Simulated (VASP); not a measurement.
# InPd (Pm-3m) in VASP: a series of runs

Runs on InPd. Level: PBE. Tasks: single point.

Everything below comes from runs of VASP 6.6.1. Logs are shortened: lines on timing, memory, paths and dates and some standing lists are left out, and cuts for length are marked.

## 1. The cell of the first run

It takes space group Pm-3m (No. 221, cubic). Conventional cell: a = 3.126 Å, b = 3.126 Å, c = 3.126 Å, α = 90.00°, β = 90.00°, γ = 90.00°. Within 3.6 Å of In (site symmetry m-3m) lie 8 Pd at 2.71 Å and 6 In at 3.13 Å. Within 3.6 Å of Pd (site symmetry m-3m) lie 8 In at 2.71 Å and 6 Pd at 3.13 Å.

## 2. Single point, PBE

File INCAR:

```
SYSTEM = InPd
PREC     = Accurate       ! precision mode
ENCUT    = 520            ! plane-wave cutoff, eV
EDIFF    = 1E-6           ! SCF threshold, eV
ISMEAR   = -1             ! smearing method
SIGMA    = 0.05           ! smearing width, eV
LREAL    = .FALSE.        ! projectors in reciprocal space
LASPH    = .TRUE.         ! aspherical terms in the spheres
NELM     = 100            ! most SCF steps
ALGO     = Fast           ! electronic algorithm
ISIF     = 2              ! what is computed and relaxed
LWAVE    = .FALSE.        ! write WAVECAR
LCHARG   = .TRUE.         ! write CHGCAR
GGA      = PE             ! functional
LELF     = .TRUE.         ! ELF
LVHAR    = .TRUE.       
NBANDS   = 18             ! bands
```

File KPOINTS:

```
regular mesh
0
G
  8 8 8
  0 0 0
```

File POSCAR:

```
InPd
1.0
    3.1255974006      0.0000000000      0.0000000000
    0.0000000000      3.1255974006      0.0000000000
    0.0000000000      0.0000000000      3.1255974006
In Pd
1 1
Direct
    0.0000000000      0.0000000000      0.0000000000
    0.5000000000      0.5000000000      0.5000000000
```

Potentials or basis: VASP PAW PBE potentials, release 64 (In_d, Pd).

Command:

```bash
cat potpaw_PBE.64/In_d/POTCAR potpaw_PBE.64/Pd/POTCAR > POTCAR
mpirun -np 1 vasp_std > vasp.out
```

OUTCAR:

```text
SYSTEM = InPd
   PREC = Accurate
   ENCUT = 520
   EDIFF = 1E-6
   ISMEAR = -1
   LREAL = .FALSE.
   LASPH = .TRUE.
   NELM = 100
   ISIF = 2
   GGA = PE

 ion  position               nearest neighbor table
   1  0.000  0.000  0.000-   2 2.71   2 2.71   2 2.71   2 2.71   2 2.71   2 2.71   2 2.71   2 2.71

   2  0.500  0.500  0.500-   1 2.71   1 2.71   1 2.71   1 2.71   1 2.71   1 2.71   1 2.71   1 2.71

  LATTYP: Found a simple cubic cell.
 ALAT       =     3.1255974006

  Lattice vectors:

 A1 = (   3.1255974006,   0.0000000000,   0.0000000000)
 A2 = (   0.0000000000,   3.1255974006,   0.0000000000)
 A3 = (   0.0000000000,   0.0000000000,   3.1255974006)

Analysis of symmetry for initial positions (statically):
=====================================================================
 Subroutine PRICEL returns:
 Original cell was already a primitive cell.

 Routine SETGRP: Setting up the symmetry group for a
 simple cubic supercell.

 Subroutine GETGRP returns: Found 48 space group operations
 (whereof 48 operations were pure point group operations)
 out of a pool of 48 trial point group operations.

The static configuration has the point symmetry O_h .

Analysis of symmetry for dynamics (positions and initial velocities):
=====================================================================
 Subroutine PRICEL returns:
 Original cell was already a primitive cell.

 Routine SETGRP: Setting up the symmetry group for a
 simple cubic supercell.

 Subroutine GETGRP returns: Found 48 space group operations
 (whereof 48 operations were pure point group operations)
 out of a pool of 48 trial point group operations.

The dynamic configuration has the point symmetry O_h .

 Subroutine INISYM returns: Found 48 space group operations
 (whereof 48 operations are pure point group operations),
 and found     1 'primitive' translations

----------------------------------------------------------------------------------------

                                     Primitive cell

  volume of cell :      30.5351

  direct lattice vectors                    reciprocal lattice vectors
     3.125597401  0.000000000  0.000000000     0.319938838  0.000000000  0.000000000
     0.000000000  3.125597401  0.000000000     0.000000000  0.319938838  0.000000000
     0.000000000  0.000000000  3.125597401     0.000000000  0.000000000  0.319938838

  length of vectors
     3.125597401  3.125597401  3.125597401     0.319938838  0.319938838  0.319938838

  position of ions in fractional coordinates (direct lattice)
     0.000000000  0.000000000  0.000000000
     0.500000000  0.500000000  0.500000000

  ion indices of the primitive-cell ions
   primitive index   ion index
                 1           1
                 2           2

----------------------------------------------------------------------------------------

 KPOINTS: regular mesh

Automatic generation of k-mesh.
 Grid dimensions read from file:
 generate k-points for:    8    8    8

 Generating k-lattice:

  Cartesian coordinates                     Fractional coordinates (reciprocal lattice)
     0.039992355  0.000000000  0.000000000     0.125000000  0.000000000  0.000000000
     0.000000000  0.039992355  0.000000000     0.000000000  0.125000000  0.000000000
     0.000000000  0.000000000  0.039992355     0.000000000  0.000000000  0.125000000

  Length of vectors
     0.039992355  0.039992355  0.039992355

  Shift w.r.t. Gamma in fractional coordinates (k-lattice)
     0.000000000  0.000000000  0.000000000

 Subroutine IBZKPT returns following result:
 ===========================================

 Found     35 irreducible k-points:

 Following reciprocal coordinates:
            Coordinates               Weight
  0.000000  0.000000  0.000000      1.000000
  0.125000  0.000000  0.000000      6.000000
  0.250000  0.000000  0.000000      6.000000
  0.375000  0.000000  0.000000      6.000000
  0.500000  0.000000  0.000000      3.000000
  0.125000  0.125000  0.000000     12.000000
[... 16 lines left out ...]
  0.375000  0.375000  0.125000     24.000000
  0.500000  0.375000  0.125000     24.000000
 [... further k-points ...]
   k-points           NKPTS =     35   k-points in BZ     NKDIM =     35   number of bands    NBANDS=     18
   number of dos      NEDOS =    301   number of ions     NIONS =      2
   total plane-waves  NPLWV =  13824
   dimension x,y,z NGX =    24 NGY =   24 NGZ =   24
   dimension x,y,z NGXF=    48 NGYF=   48 NGZF=   48
   ions per type =               1   1
   NGX,Y,Z   is equivalent  to a cutoff of  12.77, 12.77, 12.77 a.u.
   NGXF,Y,Z  is equivalent  to a cutoff of  25.53, 25.53, 25.53 a.u.
 SYSTEM =  InPd
   PREC   = accura    normal or accurate (medium, high low for compatibility)
   ISTART =      0    job   : 0-new  1-cont  2-samecut
   ICHARG =      2    charge: 1-file 2-atom 10-const
   ISPIN  =      1    spin polarized calculation?
   LNONCOLLINEAR =      F non collinear calculations
   LSORBIT =      F    spin-orbit coupling
   LASPH  =      T    aspherical Exc in radial PAW
   ENCUT  =  520.0 eV  38.22 Ry    6.18 a.u.   5.81  5.81  5.81*2*pi/ulx,y,z
   NELM   =    100;   NELMIN=  2; NELMDL= -5     # of ELM steps
   EDIFF  = 0.1E-05   stopping-criterion for ELM
   LREAL  =      F    real-space projection
   EDIFFG = 0.1E-04   stopping-criterion for IOM
   NSW    =      0    number of steps for IOM
   IBRION =     -1    ionic relax: 0-MD 1-quasi-New 2-CG
   NFREE  =      0    steps in history (QN), initial steepest desc. (CG)
   ISIF   =      2    stress and relaxation
   ISYM   =      2    0-nonsym 1-usesym 2-fastsym
   POTIM  = 0.5000    time-step for ionic-motion
   TEBEG  =    0.0;   TEEND  =   0.0 temperature during run
   PSTRESS=    0.0 pullay stress
   NELECT =      23.0000    total number of electrons
   NUPDOWN=      -1.0000    fix difference up-down
   EMIN   =  10.00;   EMAX   =-10.00  energy-range for DOS
   EFERMI =   0.00;   METHOD = LEGACY
   ISMEAR =    -1;   SIGMA  =   0.05  broadening in eV -4-tet -1-fermi 0-gaus
   EFERMI_NEDOS =   21; number of points for ismear=-14 and -15
   IALGO  =     68    algorithm
   IMIX   =      4    mixing-type and parameters
     AMIX     =   0.40;   BMIX     =  1.00
     AMIX_MAG =   1.60;   BMIX_MAG =  1.00
  volume/ion in A,a.u.               =      15.27       103.03
  Fermi-wavevector in a.u.,A,eV,Ry     =   1.489536  2.814815 30.187494  2.218718
  Thomas-Fermi vector in A             =   2.602432
   LORBIT       =      0    0 simple, 1 ext, 2 COOP (PROOUT), +10 PAW based schemes
   GGA     = PE    functional components
   LHFCALC =     F    Hartree Fock is set to
   AEXX    =    0.0000 exact exchange contribution
   IVDW    =     0    specifies the selected vdW correction
   LEPSILON=     F    determine dielectric tensor
   LRPA    =     F    only Hartree local field effects (RPA)
 non-spin polarized calculation
 RMM-DIIS sequential band-by-band and
  energy-cutoff  :      520.00
  volume of cell :       30.54
 maximum number of plane-waves:       840
 NGX is ok and might be reduce to    24
   NGX = 11   NGY = 11   NGZ = 11

 number of electron      23.0000007 magnetization

 Free energy of the ion-electron system (eV)
  ---------------------------------------------------
  ext. energy  EPLUGINS =         0.00000000
  ---------------------------------------------------
  free energy    TOTEN  =        -8.30874200 eV

  energy without entropy =       -8.29966188  energy(sigma->0) =       -8.30420194

 E-fermi :  12.7155     XC(G=0): -13.0287

 val. band max:       12.7026509455   @ k =   0.3750   0.2500   0.1250
 cond. band min:      13.0646230600   @ k =   0.5000   0.5000   0.2500
 fundamental gap:      0.3619721145
 Fermi energy:        12.7154723395

 k-point     1 :       0.0000    0.0000    0.0000
  band No.  band energies     occupation
      1      -2.6182      2.00000
      2      -2.6182      2.00000
      3      -2.0100      2.00000
      4      -2.0100      2.00000
      5      -2.0100      2.00000
      6       1.5199      2.00000
[... 10 lines left out ...]
     17      24.3788      0.00000
     18      29.0485      0.00000

 k-point     2 :       0.1250    0.0000    0.0000
  band No.  band energies     occupation
      1      -2.6031      2.00000
      2      -2.5439      2.00000
      3      -2.0317      2.00000
      4      -2.0317      2.00000
      5      -2.0020      2.00000
      6       1.7993      2.00000
[... 10 lines left out ...]
     17      26.2234      0.00000
     18      28.7234      0.00000

 k-point     3 :       0.2500    0.0000    0.0000
  band No.  band energies     occupation
      1      -2.5664      2.00000
      2      -2.3659      2.00000
      3      -2.0835      2.00000
      4      -2.0835      2.00000
      5      -1.9826      2.00000
      6       2.6312      2.00000
[... 10 lines left out ...]
     17      28.1360      0.00000
     18      28.8234      0.00000

 k-point     4 :       0.3750    0.0000    0.0000
  band No.  band energies     occupation
      1      -2.5294      2.00000
      2      -2.1899      2.00000
      3      -2.1348      2.00000
      4      -2.1348      2.00000
      5      -1.9630      2.00000
      6       3.9774      2.00000
[... 10 lines left out ...]
     17      26.7116      0.00000
     18      26.7734      0.00000

 k-point     5 :       0.5000    0.0000    0.0000
  band No.  band energies     occupation
      1      -2.5139      2.00000
      2      -2.1558      2.00000
      3      -2.1558      2.00000
      4      -2.1176      2.00000
      5      -1.9549      2.00000
      6       5.6310      2.00000
[... 10 lines left out ...]
     17      24.4505      0.00000
     18      24.8236      0.00000

 k-point     6 :       0.1250    0.1250    0.0000
  band No.  band energies     occupation
      1      -2.5613      2.00000
      2      -2.4972      2.00000
      3      -2.0605      2.00000
      4      -2.0415      2.00000
      5      -2.0114      2.00000
      6       2.0769      2.00000
[... 10 lines left out ...]
     17      26.6243      0.00000
     18      28.1101      0.00000

 k-point     7 :       0.2500    0.1250    0.0000
  band No.  band energies     occupation
      1      -2.5185      2.00000
      2      -2.3274      2.00000
      3      -2.1278      2.00000
      4      -2.0908      2.00000
      5      -2.0082      2.00000
      6       2.8962      2.00000
[... 10 lines left out ...]
     17      26.4887      0.00000
     18      28.2330      0.00000

 k-point     8 :       0.3750    0.1250    0.0000
  band No.  band energies     occupation
      1      -2.4840      2.00000
      2      -2.1926      2.00000
      3      -2.1510      2.00000
      4      -2.1443      2.00000
      5      -2.0001      2.00000
      6       4.2018      2.00000
[... 10 lines left out ...]
     17      26.1881      0.00000
     18      26.8859      0.00000
[... 229 lines left out ...]
     17      26.8916      0.00000
     18      27.1710      0.00000

 k-point    20 :       0.2500    0.2500    0.1250
  band No.  band energies     occupation
      1      -2.3676      2.00000
      2      -2.2260      2.00000
      3      -2.1853      2.00000
      4      -2.1423      2.00000
      5      -2.1086      2.00000
      6       3.8615      2.00000
[... 10 lines left out ...]
     17      26.6474      0.00000
     18      26.7297      0.00000

 k-point    21 :       0.3750    0.2500    0.1250
  band No.  band energies     occupation
      1      -2.3347      2.00000
      2      -2.3201      2.00000
      3      -2.2004      2.00000
      4      -2.1255      2.00000
      5      -2.0122      2.00000
      6       4.9222      2.00000
[... 10 lines left out ...]
     17      26.1794      0.00000
     18      27.3461      0.00000

 k-point    22 :       0.5000    0.2500    0.1250
  band No.  band energies     occupation
      1      -2.3644      2.00000
      2      -2.3192      2.00000
      3      -2.2267      2.00000
      4      -2.1285      2.00000
      5      -1.9379      2.00000
      6       5.7261      2.00000
[... 10 lines left out ...]
     17      25.9802      0.00000
     18      28.0222      0.00000

 k-point    23 :       0.3750    0.3750    0.1250
  band No.  band energies     occupation
      1      -2.4368      2.00000
      2      -2.2827      2.00000
      3      -2.2227      2.00000
      4      -2.2026      2.00000
      5      -1.8529      2.00000
      6       5.5503      2.00000
[... 10 lines left out ...]
     17      24.5644      0.00000
     18      26.8562      0.00000

 k-point    24 :       0.5000    0.3750    0.1250
  band No.  band energies     occupation
      1      -2.4821      2.00000
      2      -2.2709      2.00000
      3      -2.2468      2.00000
      4      -2.2184      2.00000
      5      -1.7795      2.00000
      6       5.8654      2.00000
[... 10 lines left out ...]
     17      24.5079      0.00000
     18      26.8328      0.00000

 [... further k-points ...]
[... 5 lines left out ...]
  --------------------------------------------------------------------------------------
  -------------------------------------------------------------------------------------
  Total        5.7732220      5.7732220      5.7732220     -0.0000000     -0.0000000      0.0000000
  in kB      302.9212427    302.9212427    302.9212427     -0.0000000     -0.0000000      0.0000000
  external PRESSURE =     302.9212427 kB  Pullay stress =       0.0000000 kB

 VOLUME and BASIS-vectors are now :
 -----------------------------------------------------------------------------
  energy-cutoff  :      520.00
  volume of cell :       30.54
      direct lattice vectors                 reciprocal lattice vectors
     3.125597401  0.000000000  0.000000000     0.319938838  0.000000000  0.000000000
     0.000000000  3.125597401  0.000000000     0.000000000  0.319938838  0.000000000
     0.000000000  0.000000000  3.125597401     0.000000000  0.000000000  0.319938838

 POSITION                                       TOTAL-FORCE (eV/Angst)
 -----------------------------------------------------------------------------------
      0.00000      0.00000      0.00000         0.000000      0.000000      0.000000
      1.56280      1.56280      1.56280         0.000000      0.000000      0.000000
 -----------------------------------------------------------------------------------
    total drift:                                0.000000      0.000000     -0.000000

  FREE ENERGIE OF THE ION-ELECTRON SYSTEM (eV)
  ---------------------------------------------------
  free  energy   TOTEN  =        -8.3087420016 eV

  energy  without entropy=       -8.2996618755  energy(sigma->0) =       -8.30420194
```

Run time: 7.5 s. Hardware: 1 thread of Intel Xeon 6975P-C (Granite Rapids), shared host; peak memory 0.14 GiB.

What came out:

```
Free energy : -8.3087 eV
Pressure    : 30.3 GPa
```

Caveat: spin-orbit coupling is left out, which moves the levels of the heavy elements.

## 3. Single point, PBE

This run uses another cell than the first one, of 15.92 Å³/atom, 1.043 times its volume.

File INCAR:

```
SYSTEM = InPd
  ALGO = Normal
  EDIFF = 1E-6
  ENCUT = 520
  GGA = PE
  ISIF = 2
  ISMEAR = -1
  LASPH = .TRUE.
  LCHARG = .TRUE.
  LELF = .TRUE.
  LREAL = .FALSE.
  LVHAR = .TRUE.
  LWAVE = .FALSE.
  NBANDS = 18
  NELM = 80
  PREC = Accurate
  SIGMA = 0.05
```

File KPOINTS:

```
k-points
0
G
  8 8 8
  0 0 0
```

File POSCAR:

```
InPd
1.0
    3.1698329017      0.0000000000      0.0000000000
    0.0000000000      3.1698329017      0.0000000000
    0.0000000000      0.0000000000      3.1698329017
In Pd
1 1
Direct
    0.0000000000      0.0000000000      0.0000000000
    0.5000000000      0.5000000000      0.5000000000
```

Potentials or basis: VASP PAW PBE potentials, release 64 (In_d, Pd).

Command:

```bash
cat potpaw_PBE.64/In_d/POTCAR potpaw_PBE.64/Pd/POTCAR > POTCAR
mpirun -np 1 vasp_std > vasp.out
```

Run time: 7.5 s. Hardware: 1 thread of Intel Xeon 6975P-C (Granite Rapids), shared host; peak memory 0.14 GiB.

It converged, with:

```yaml
Free_energy: -8.5151 eV
Pressure: 20.2 GPa
```

Levels at points of the mesh, in eV from the Fermi level:
```
           k point  band 10  band 11  band 12  band 13  band 14  band 15
(0.00, 0.00, 0.00)    -2.42    -2.42     4.46     4.46     4.46    10.82
(0.50, 0.00, 0.00)    -3.60    -2.54    -1.11    10.31    10.51    10.51
(0.50, 0.50, 0.00)    -2.62    -2.62    -1.77     2.04     2.90    10.27
(0.50, 0.50, 0.50)    -1.72     0.42     4.01     4.01     4.01     4.88
```

Caveat: spin-orbit coupling is left out, which moves the levels of the heavy elements.

## 4. Single point, PBE

This run uses another cell than the first one, of 16.78 Å³/atom, 1.099 times its volume.

INCAR: that of step 3 with these lines changed.

```diff
@@ -2,3 +2,3 @@
   ALGO = Normal
-  EDIFF = 1E-6
+  EDIFF = 1E-7
   ENCUT = 520
@@ -14,3 +14,3 @@
   NBANDS = 18
-  NELM = 80
+  NELM = 60
   PREC = Accurate
```

KPOINTS is that of step 3.

File POSCAR:

```
InPd
1.0
    3.2258398479      0.0000000000      0.0000000000
    0.0000000000      3.2258398479      0.0000000000
    0.0000000000      0.0000000000      3.2258398479
In Pd
1 1
Direct
    0.0000000000      0.0000000000      0.0000000000
    0.5000000000      0.5000000000      0.5000000000
```

Command:

```bash
cat potpaw_PBE.64/In_d/POTCAR potpaw_PBE.64/Pd/POTCAR > POTCAR
mpirun -np 1 vasp_std > vasp.out
```

Wall time 8.6 s (1 thread of Intel Xeon 6975P-C (Granite Rapids), shared host); peak memory 0.15 GiB.

The run converged. Its results:

* Free energy: -8.6759 eV
* Pressure: 10.1 GPa

Levels at points of the mesh, in eV from the Fermi level:
```
           k point  band 8  band 9  band 10  band 11  band 12  band 13  band 14  band 15  band 16  band 17
(0.00, 0.00, 0.00)   -3.94   -2.29    -2.29    -2.29     4.38     4.38     4.38    10.09    10.96    10.96
(0.50, 0.00, 0.00)   -3.95   -3.35    -3.35    -2.38    -1.06    10.02    10.02    10.12    11.09    11.09
(0.50, 0.50, 0.00)   -2.72   -2.72    -2.40    -2.40    -1.68     1.76     2.71     9.87    11.52    11.52
(0.50, 0.50, 0.50)   -5.06   -1.63    -1.63     0.19     3.94     3.94     3.94     4.65     4.65     4.65
```

Caveat: spin-orbit coupling is left out, which moves the levels of the heavy elements.

## 5. Overview

```tsv
cell	gap on the mesh (eV)	pressure (GPa)
a = 3.126 Å, 2 atoms	none	30.3
a = 3.170 Å, 2 atoms	none	20.2
a = 3.226 Å, 2 atoms	none	10.1
```

Alike in all rows: task single point; level PBE; potentials or basis VASP PAW PBE potentials, release 64 (In_d, Pd); no spin polarisation; k mesh 8 × 8 × 8; cutoff (eV) 520; smearing fermi-dirac 0.05 eV.

Caveats: spin-orbit coupling is left out, which moves the levels of the heavy elements.

Absolute energies hang on the potentials; compare differences alone.
